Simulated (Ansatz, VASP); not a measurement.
AlN: VASP beside Ansatz

File INCAR:

```
ALGO     = Normal         # electronic algorithm
EDIFF    = 1E-6           # SCF threshold, eV
ENCUT    = 520            # plane-wave cutoff, eV
GGA      = PS             # functional
ISIF     = 2              # what is computed and relaxed
ISMEAR   = -1             # smearing method
LASPH    = True           # aspherical terms in the spheres
LCHARG   = False          # write CHGCAR
LREAL    = False          # projectors in reciprocal space
LWAVE    = False          # write WAVECAR
NBANDS   = 11             # bands
NELM     = 80             # most SCF steps
PREC     = Accurate       # precision mode
SIGMA    = 0.1            # smearing width, eV
```

KPOINTS

```
k-points
0
Gamma
  17 17 17
```

POSCAR

```
AlN
1.0
    0.0000000000      1.8128279791      1.8128279791
    1.8128279791      0.0000000000      1.8128279791
    1.8128279791      1.8128279791      0.0000000000
Al N
1 1
Direct
    0.0000000000      0.0000000000      0.0000000000
    0.5000000000      0.5000000000      0.5000000000
```

Input for Ansatz:

```yaml
crystal:
  lattice:
    - [0.0, 1.8128279791, 1.8128279791]
    - [1.8128279791, 0.0, 1.8128279791]
    - [1.8128279791, 1.8128279791, 0.0]
  atoms:
    - { symbol: Al, position: [0.0, 0.0, 0.0] }
    - { symbol: "N", position: [0.5, 0.5, 0.5] }
kpoints:
  mp_grid: { grid: [17, 17, 17] }
scf:
  occupations: { method: fermi_dirac, width: 0.1 }
hamiltonian:
  xc: pbesol
  pseudopotentials: { kind: paw }
output:
  forces: true
  stress: true
  eigenvalues: true
  populations: true
```

Change from the starting cell: volume scaled by 0.72, PAW files.

Alike in both runs: task single point; functional PBEsol; k mesh 17 × 17 × 17; occupations fermi-dirac, width 0.1 eV; no spin polarisation.

|  | VASP | Ansatz |
| --- | --- | --- |
| version | VASP 6.6.1 | Ansatz 0.2.0 |
| potentials or method | VASP PAW PBE potentials, release 64 (Al, N) | PAW with Ansatz's default frozen-core files, scalar-relativistic |
| plane-wave cutoff (eV) | 520 | 420 |
| valence electrons in the cell | 8 | 8 |

|  | VASP | Ansatz | Ansatz less VASP |
| --- | --- | --- | --- |
| gap on the k mesh at the Fermi level (eV) | 4.33 | 4.35 | +0.022 |
| pressure (GPa) | 164.8 | 162.9 | -1.83 |

VASP's potentials were made for PBE, not for PBEsol. Both programs put the cell under a high pressure, so it lies far from rest at this level. The functional is the same, so the differences come from potentials, cutoffs and numerics.

Noted on VASP's run: the cell as given lies far from equilibrium.
